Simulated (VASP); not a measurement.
# Ag (Fm-3m) in VASP: further runs

Aim: see how the results for Ag move with the level of theory and the settings. Levels: r2SCAN, PBE, PBE+D3(BJ). Tasks: single point, relaxation of cell and atoms.

Program: VASP 6.6.1. These are calculated values, not measurements. Logs are shortened: lines on timing, memory, paths and dates and some standing lists are left out, and cuts for length are marked.

**1. The cell of the first run**

Symmetry: Fm-3m, No. 225, cubic system. Conventional cell: a = 4.280 Å, b = 4.280 Å, c = 4.280 Å, α = 90.00°, β = 90.00°, γ = 90.00°. Ag (site symmetry m-3m) has 12 Ag at 3.03 Å within 4.0 Å.

**2. Single point, r2SCAN (19.61 Å³/atom)**

Contents of POSCAR:

```
Ag
1.0
    0.0000000000      2.1401678350      2.1401678350
    2.1401678350      0.0000000000      2.1401678350
    2.1401678350      2.1401678350      0.0000000000
Ag
1
Direct
    0.0000000000      0.0000000000      0.0000000000
```

Contents of INCAR.step1:

```
SYSTEM = Ag
PREC = Accurate ; ENCUT = 550
ISMEAR = -5 ; SIGMA = 0.05
LREAL = .False. ; LASPH = .True.
NELM = 120 ; NBANDS = 12
GGA = PE ; ALGO = Normal
EDIFF = 1E-5 ; LWAVE = .True.
LCHARG = .False. ; GGA_COMPAT = .False.
```

Contents of INCAR.step2:

```
SYSTEM = Ag
PREC = Accurate ; ENCUT = 550
EDIFF = 1E-6 ; ISMEAR = -5
SIGMA = 0.05 ; LREAL = .False.
LASPH = .True. ; NELM = 120
ALGO = Normal ; ISIF = 2
LWAVE = .False. ; LCHARG = .False.
METAGGA = R2SCAN ; LMIXTAU = .True.
NBANDS = 12 ; ISTART = 1
GGA_COMPAT = .False.
```

Contents of KPOINTS:

```
regular mesh
0
Gamma
  11 11 11
  0 0 0
```

Potentials or basis: VASP PAW PBE potentials, release 64 (Ag).

On the command line:

```bash
cat potpaw_PBE.64/Ag/POTCAR > POTCAR
cp INCAR.step1 INCAR
mpirun -np 1 vasp_std > vasp.out
cp INCAR.step2 INCAR
mpirun -np 1 vasp_std > vasp.out
```

OUTCAR:

```text
SYSTEM = Ag
   PREC = Accurate
   ENCUT = 550
   EDIFF = 1E-6
   ISMEAR = -5
   LREAL = .False.
   LASPH = .True.
   NELM = 120
   ISIF = 2
   METAGGA = R2SCAN
   ISTART = 1

 ion  position               nearest neighbor table
   1  0.000  0.000  0.000-

  LATTYP: Found a face centered cubic cell.
 ALAT       =     4.2803356700

  Lattice vectors:

 A1 = (   0.0000000000,   2.1401678350,   2.1401678350)
 A2 = (   2.1401678350,   0.0000000000,   2.1401678350)
 A3 = (   2.1401678350,   2.1401678350,   0.0000000000)

Analysis of symmetry for initial positions (statically):
=====================================================================
 Subroutine PRICEL returns:
 Original cell was already a primitive cell.

 Routine SETGRP: Setting up the symmetry group for a
 face centered cubic supercell.

 Subroutine GETGRP returns: Found 48 space group operations
 (whereof 48 operations were pure point group operations)
 out of a pool of 48 trial point group operations.

The static configuration has the point symmetry O_h .

Analysis of symmetry for dynamics (positions and initial velocities):
=====================================================================
 Subroutine PRICEL returns:
 Original cell was already a primitive cell.

 Routine SETGRP: Setting up the symmetry group for a
 face centered cubic supercell.

 Subroutine GETGRP returns: Found 48 space group operations
 (whereof 48 operations were pure point group operations)
 out of a pool of 48 trial point group operations.

The dynamic configuration has the point symmetry O_h .

 Subroutine INISYM returns: Found 48 space group operations
 (whereof 48 operations are pure point group operations),
 and found     1 'primitive' translations

----------------------------------------------------------------------------------------

                                     Primitive cell

  volume of cell :      19.6053

  direct lattice vectors                    reciprocal lattice vectors
     0.000000000  2.140167835  2.140167835    -0.233626537  0.233626537  0.233626537
     2.140167835  0.000000000  2.140167835     0.233626537 -0.233626537  0.233626537
     2.140167835  2.140167835  0.000000000     0.233626537  0.233626537 -0.233626537

  length of vectors
     3.026654378  3.026654378  3.026654378     0.404653032  0.404653032  0.404653032

  position of ions in fractional coordinates (direct lattice)
     0.000000000  0.000000000  0.000000000

  ion indices of the primitive-cell ions
   primitive index   ion index
                 1           1

----------------------------------------------------------------------------------------

 KPOINTS: regular mesh

Automatic generation of k-mesh.
 Grid dimensions read from file:
 generate k-points for:   11   11   11

 Generating k-lattice:

  Cartesian coordinates                     Fractional coordinates (reciprocal lattice)
    -0.021238776  0.021238776  0.021238776     0.090909091  0.000000000  0.000000000
     0.021238776 -0.021238776  0.021238776     0.000000000  0.090909091  0.000000000
     0.021238776  0.021238776 -0.021238776     0.000000000  0.000000000  0.090909091

  Length of vectors
     0.036786639  0.036786639  0.036786639

  Shift w.r.t. Gamma in fractional coordinates (k-lattice)
     0.000000000  0.000000000  0.000000000

 TETIRR: Found    201 inequivalent tetrahedra from     7986

 Subroutine IBZKPT returns following result:
 ===========================================

 Found     56 irreducible k-points:

 Following reciprocal coordinates:
            Coordinates               Weight
  0.000000  0.000000  0.000000      1.000000
  0.090909  0.000000  0.000000      8.000000
  0.181818  0.000000  0.000000      8.000000
  0.272727  0.000000  0.000000      8.000000
  0.363636  0.000000  0.000000      8.000000
  0.454545  0.000000  0.000000      8.000000
[... 16 lines left out ...]
 -0.272727  0.181818  0.000000     24.000000
 -0.181818  0.181818  0.000000     12.000000
 [... further k-points ...]
   k-points           NKPTS =     56   k-points in BZ     NKDIM =     56   number of bands    NBANDS=     12
   number of dos      NEDOS =    301   number of ions     NIONS =      1
   total plane-waves  NPLWV =  13824
   dimension x,y,z NGX =    24 NGY =   24 NGZ =   24
   dimension x,y,z NGXF=    48 NGYF=   48 NGZF=   48
   ions per type =               1
   NGX,Y,Z   is equivalent  to a cutoff of  13.18, 13.18, 13.18 a.u.
   NGXF,Y,Z  is equivalent  to a cutoff of  26.37, 26.37, 26.37 a.u.
 SYSTEM =  Ag
   PREC   = accura    normal or accurate (medium, high low for compatibility)
   ISTART =      1    job   : 0-new  1-cont  2-samecut
   ICHARG =      0    charge: 1-file 2-atom 10-const
   ISPIN  =      1    spin polarized calculation?
   LNONCOLLINEAR =      F non collinear calculations
   LSORBIT =      F    spin-orbit coupling
   LASPH  =      T    aspherical Exc in radial PAW
   ENCUT  =  550.0 eV  40.42 Ry    6.36 a.u.   5.79  5.79  5.79*2*pi/ulx,y,z
   NELM   =    120;   NELMIN=  2; NELMDL=  0     # of ELM steps
   EDIFF  = 0.1E-05   stopping-criterion for ELM
   LREAL  =      F    real-space projection
   EDIFFG = 0.1E-04   stopping-criterion for IOM
   NSW    =      0    number of steps for IOM
   IBRION =     -1    ionic relax: 0-MD 1-quasi-New 2-CG
   NFREE  =      0    steps in history (QN), initial steepest desc. (CG)
   ISIF   =      2    stress and relaxation
   ISYM   =      2    0-nonsym 1-usesym 2-fastsym
   POTIM  = 0.5000    time-step for ionic-motion
   TEBEG  =    0.0;   TEEND  =   0.0 temperature during run
   PSTRESS=    0.0 pullay stress
   NELECT =      11.0000    total number of electrons
   NUPDOWN=      -1.0000    fix difference up-down
   EMIN   =  10.00;   EMAX   =-10.00  energy-range for DOS
   EFERMI =   0.00;   METHOD = LEGACY
   ISMEAR =    -5;   SIGMA  =   0.05  broadening in eV -4-tet -1-fermi 0-gaus
   EFERMI_NEDOS =   21; number of points for ismear=-14 and -15
   IALGO  =     38    algorithm
   IMIX   =      4    mixing-type and parameters
     AMIX     =   0.40;   BMIX     =  1.00
     AMIX_MAG =   1.60;   BMIX_MAG =  1.00
  volume/ion in A,a.u.               =      19.61       132.30
  Fermi-wavevector in a.u.,A,eV,Ry     =   1.350251  2.551605 24.805846  1.823178
  Thomas-Fermi vector in A             =   2.477771
   LORBIT       =      0    0 simple, 1 ext, 2 COOP (PROOUT), +10 PAW based schemes
   METAGGA = R2SCAN    functional components
   LHFCALC =     F    Hartree Fock is set to
   AEXX    =    0.0000 exact exchange contribution
   IVDW    =     0    specifies the selected vdW correction
   LEPSILON=     F    determine dielectric tensor
   LRPA    =     F    only Hartree local field effects (RPA)
 non-spin polarized calculation
 Fermi weights with tetrahedron method with Bloechl corrections
  energy-cutoff  :      550.00
  volume of cell :       19.61
 maximum number of plane-waves:       584
   NGX = 11   NGY = 11   NGZ = 11

 number of electron      10.9999998 magnetization

 Free energy of the ion-electron system (eV)
  ---------------------------------------------------
  ext. energy  EPLUGINS =         0.00000000
  ---------------------------------------------------
  free energy    TOTEN  =       -21.28457331 eV

  energy without entropy =      -21.28457331  energy(sigma->0) =      -21.28457331

 E-fermi :   6.7409     XC(G=0): -12.0262

 val. band max:        6.5491539525   @ k =   0.4545   0.2727   0.0000
 cond. band min:       6.8548896542   @ k =  -0.2727   0.2727   0.0000
 fundamental gap:      0.3057357017
 Fermi energy:         6.7409406376

 k-point     1 :       0.0000    0.0000    0.0000
  band No.  band energies     occupation
      1      -0.3040      2.00000
      2       1.9698      2.00000
      3       1.9698      2.00000
      4       1.9698      2.00000
      5       2.7802      2.00000
      6       2.7802      2.00000
      7      22.8877      0.00000
      8      25.7379      0.00000
      9      25.7380      0.00000
     10      25.7380      0.00000
     11      30.4007      0.00000
     12      30.6686      0.00000

 k-point     2 :       0.0909    0.0000    0.0000
  band No.  band energies     occupation
      1      -0.0690      2.00000
      2       1.9308      2.00000
      3       2.0252      2.00000
      4       2.0252      2.00000
      5       2.7626      2.00000
      6       2.7626      2.00000
      7      22.5849      0.00000
      8      24.0413      0.00000
      9      25.7032      0.00000
     10      25.7032      0.00000
     11      29.7138      0.00000
     12      30.6051      0.00000

 k-point     3 :       0.1818    0.0000    0.0000
  band No.  band energies     occupation
      1       0.5244      2.00000
      2       1.9490      2.00000
      3       2.1237      2.00000
      4       2.1237      2.00000
      5       2.7749      2.00000
      6       2.7749      2.00000
      7      19.7414      0.00000
      8      23.5570      0.00000
      9      25.5166      0.00000
     10      25.5166      0.00000
     11      28.7809      0.00000
     12      29.9561      0.00000
[... 286 lines left out ...]
 k-point    23 :      -0.2727    0.1818    0.0000
  band No.  band energies     occupation
      1       1.3707      2.00000
      2       1.8505      2.00000
      3       2.3149      2.00000
      4       2.3603      2.00000
      5       2.8118      2.00000
      6       5.1800      2.15376
      7      14.7203      0.00000
      8      17.8181      0.00000
      9      23.6893      0.00000
     10      24.4269      0.00000
     11      28.3575      0.00000
     12      30.3030      0.00000

 k-point    24 :      -0.1818    0.1818    0.0000
  band No.  band energies     occupation
      1       1.4390      2.00000
      2       1.6724      2.00000
      3       2.2004      2.00000
      4       2.4635      2.00000
      5       2.4842      2.00000
      6       3.8857      2.00000
      7      17.9520      0.00000
      8      18.2532      0.00000
      9      24.8980      0.00000
     10      26.5554      0.00000
     11      26.7917      0.00000
     12      29.9080      0.00000

 [... further k-points ...]

------------------------ aborting loop because EDIFF is reached ----------------------------------------

  FORCE on cell =-STRESS in cart. coord.  units (eV):
  Direction    XX          YY          ZZ          XY          YZ          ZX
  --------------------------------------------------------------------------------------
  -------------------------------------------------------------------------------------
  Total       -1.1177106     -1.1177106     -1.1177106     -0.0000000     -0.0000000      0.0000000
  in kB      -91.3411452    -91.3411452    -91.3411452     -0.0000000     -0.0000000      0.0000000
  external PRESSURE =     -91.3411452 kB  Pullay stress =       0.0000000 kB

 VOLUME and BASIS-vectors are now :
 -----------------------------------------------------------------------------
  energy-cutoff  :      550.00
  volume of cell :       19.61
      direct lattice vectors                 reciprocal lattice vectors
     0.000000000  2.140167835  2.140167835    -0.233626537  0.233626537  0.233626537
     2.140167835  0.000000000  2.140167835     0.233626537 -0.233626537  0.233626537
     2.140167835  2.140167835  0.000000000     0.233626537  0.233626537 -0.233626537

 POSITION                                       TOTAL-FORCE (eV/Angst)
 -----------------------------------------------------------------------------------
      0.00000      0.00000      0.00000         0.000000      0.000000      0.000000
 -----------------------------------------------------------------------------------
    total drift:                                0.000000     -0.000000     -0.000000

  FREE ENERGIE OF THE ION-ELECTRON SYSTEM (eV)
  ---------------------------------------------------
  free  energy   TOTEN  =       -21.2845733108 eV

  energy  without entropy=      -21.2845733108  energy(sigma->0) =      -21.28457331
```

Run time: 31 s. Hardware: 1 thread of AMD EPYC 9R45 (Zen 5), shared host; peak memory 0.11 GiB.

What came out:

```
Free energy            : -21.2846 eV
Pressure               : -9.1 GPa
Band gap on the k mesh : zero (an odd number of electrons rules out a gap without spin polarisation)
```

Levels at points of the mesh, in eV from the Fermi level:
| k point | band 3 | band 4 | band 5 | band 6 | band 7 | band 8 | band 9 | band 10 |
| --- | --- | --- | --- | --- | --- | --- | --- | --- |
| (0.00, 0.00, 0.00) | -4.77 | -4.77 | -3.96 | -3.96 | 16.15 | 19.00 | 19.00 | 19.00 |

Caveat: the cell stands under tension; the PAW data sets were made with another functional, which shifts forces and pressure a little; tetrahedron occupations give inexact forces and stress in metals.

**3. Relaxation of cell and atoms, PBE, non-collinear spin, zero start, spin-orbit coupling (18.75 Å³/atom)**

This run uses another cell than the first one, of 18.75 Å³/atom.

Contents of POSCAR:

```
Ag
1.0
    0.0000000000      2.1086902058      2.1086902058
    2.1086902058      0.0000000000      2.1086902058
    2.1086902058      2.1086902058      0.0000000000
Ag
1
Direct
    0.0000000000      0.0000000000      0.0000000000
```

Contents of INCAR.step1:

```
SYSTEM = Ag
GGA      = PE             ! functional
LSORBIT  = .TRUE.         ! spin-orbit coupling
MAGMOM   = 0 0 0          ! initial moments
LORBIT   = 11             ! projections on sites
ISMEAR   = 1              ! smearing method
SIGMA    = 0.1            ! smearing width, eV
LWAVE    = .FALSE.        ! write WAVECAR
LCHARG   = .FALSE.        ! write CHGCAR
NSW      = 80             ! ionic steps
PREC     = Accurate       ! precision mode
LASPH    = .TRUE.         ! aspherical terms in the spheres
LREAL    = .FALSE.        ! projectors in reciprocal space
ALGO     = Normal         ! electronic algorithm
EDIFF    = 1E-6           ! SCF threshold, eV
NELM     = 200            ! most SCF steps
GGA_COMPAT= .FALSE.      
IBRION   = 2              ! ionic algorithm
ISIF     = 3              ! what is computed and relaxed
EDIFFG   = -0.005         ! ionic threshold
NELMIN   = 4            
ENCUT    = 380            ! plane-wave cutoff, eV
LMAXMIX  = 4              ! l up to which the mixer works
KPAR     = 2            
POTIM    = 0.5            ! step
```

Contents of INCAR.step3:

```
SYSTEM = Ag
GGA      = PE             ! functional
LSORBIT  = .TRUE.         ! spin-orbit coupling
MAGMOM   = 0 0 0          ! initial moments
LORBIT   = 11             ! projections on sites
ISMEAR   = 1              ! smearing method
SIGMA    = 0.1            ! smearing width, eV
LWAVE    = .FALSE.        ! write WAVECAR
LCHARG   = .FALSE.        ! write CHGCAR
PREC     = Accurate       ! precision mode
LASPH    = .TRUE.         ! aspherical terms in the spheres
LREAL    = .FALSE.        ! projectors in reciprocal space
ALGO     = Normal         ! electronic algorithm
EDIFF    = 1E-6           ! SCF threshold, eV
NELM     = 200            ! most SCF steps
GGA_COMPAT= .FALSE.      
ISIF     = 2              ! what is computed and relaxed
ENCUT    = 380            ! plane-wave cutoff, eV
LMAXMIX  = 4              ! l up to which the mixer works
KPAR     = 2
```

Contents of KPOINTS:

```
Automatic mesh
0
Gamma
  12 12 12
  0 0 0
```

Potentials or basis: VASP PAW PBE potentials, release 64 (Ag).

On the command line:

```bash
cat potpaw_PBE.64/Ag/POTCAR > POTCAR
cp INCAR.step1 INCAR
cp POSCAR.step1 POSCAR
mpirun -np 2 vasp_ncl > vasp.out
cp CONTCAR POSCAR
mpirun -np 2 vasp_ncl > vasp.out
cp CONTCAR POSCAR
cp INCAR.step3 INCAR
mpirun -np 2 vasp_ncl > vasp.out
```

It took 63 s on 2 MPI ranks of Intel Xeon Platinum 8559C (Emerald Rapids), shared host; peak memory 0.16 GiB.

Results (log left out):

| Item | Value |
| --- | --- |
| Free energy | -2.7396 eV |
| Relaxed volume | 17.72 Å³/atom |
| Relaxed cell | a = 2.926 Å, b = 2.926 Å, c = 2.926 Å, α = 60.00°, β = 60.00°, γ = 60.00° |
| Space group after relaxing (to 0.1 Å) | Fm-3m (No. 225) |
| Energy gained by relaxing | 11.1 meV/atom |
| Ionic steps | 6 |
| Pressure after relaxing | 0.0 GPa |
| Net moment | 0.00 μB per cell |
| Valence electrons inside the program's atomic spheres | Ag 9.84 |

Step by step:
```tsv
step	energy change (eV)	largest force (eV/Å)	pressure (GPa)	volume (Å³)
1	0.0000	0.0000	-4.53	18.75
2	-0.0119	0.0000	2.34	17.35
3	-0.0148	0.0000	0.02	17.76
4	-0.0111	0.0000	-0.18	17.76
5	-0.0111	0.0000	0.06	17.71
6	-0.0111	0.0000	0.03	17.72
```

Final structure:
```cif
data_structure
_symmetry_space_group_name_H-M 'P 1'
_symmetry_Int_Tables_number 1
_cell_length_a 2.9264
_cell_length_b 2.9264
_cell_length_c 2.9264
_cell_angle_alpha 60.000
_cell_angle_beta 60.000
_cell_angle_gamma 60.000
_cell_volume 17.72
loop_
_atom_site_label
_atom_site_type_symbol
_atom_site_fract_x
_atom_site_fract_y
_atom_site_fract_z
_atom_site_occupancy
Ag1 Ag 0.00000 0.00000 0.00000 1
```

Moments on the atoms (μB; x, y, z):
```
Ag  0.00 0.00 0.00
```

(Part 1 of 2 ends here.)
